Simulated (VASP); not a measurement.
Set up this calculation in VASP 6.6.1, as the native input.

```yaml
Task: single point
Functional: LDA
Potentials_or_basis: VASP PAW LDA potentials, release 64 (Ru_pv)
Cutoff: 520 eV
k_mesh: 15 × 15 × 8
Occupations: fermi-dirac, width 0.15 eV
Spin: no spin polarisation
Dipole_correction: no
Further_INCAR_settings: ALGO = Fast; EDIFF = 1e-06; NBANDS = 21
```

The structure of Ru lies in POSCAR:

```
Ru
1.0
    2.6759834052      0.0000000000      0.0000000000
   -1.3379917026      2.3174696090      0.0000000000
    0.0000000000      0.0000000000      4.2262880327
Ru
2
Direct
    0.3333333333      0.6666666667      0.2500000000
    0.6666666667      0.3333333333      0.7500000000
```

The input as run:

INCAR

```
PREC = Accurate
ENCUT = 520
EDIFF = 1E-6
ISMEAR = -1
SIGMA = 0.15
LREAL = False
LASPH = True
NELM = 80
ALGO = Fast
ISIF = 2
LWAVE = False
LCHARG = False
GGA = CA
NBANDS = 21
```

KPOINTS

```
Automatic mesh
0
Gamma
  15 15 8
```

Potentials or basis: VASP PAW LDA potentials, release 64 (Ru_pv).

Run with:

```sh
$ cat potpaw_LDA.64/Ru_pv/POTCAR > POTCAR
$ mpirun -np 1 vasp_std > vasp.out
```

It gave:

The pressure is 0.9 GPa and the band gap on the k mesh is zero (bands 14 and 15 overlap by 3.28 eV).

It took 24 s on 1 thread of Intel(R) Xeon(R) 6975P-C (Granite Rapids) (shared host), peak memory 0.16 GiB.
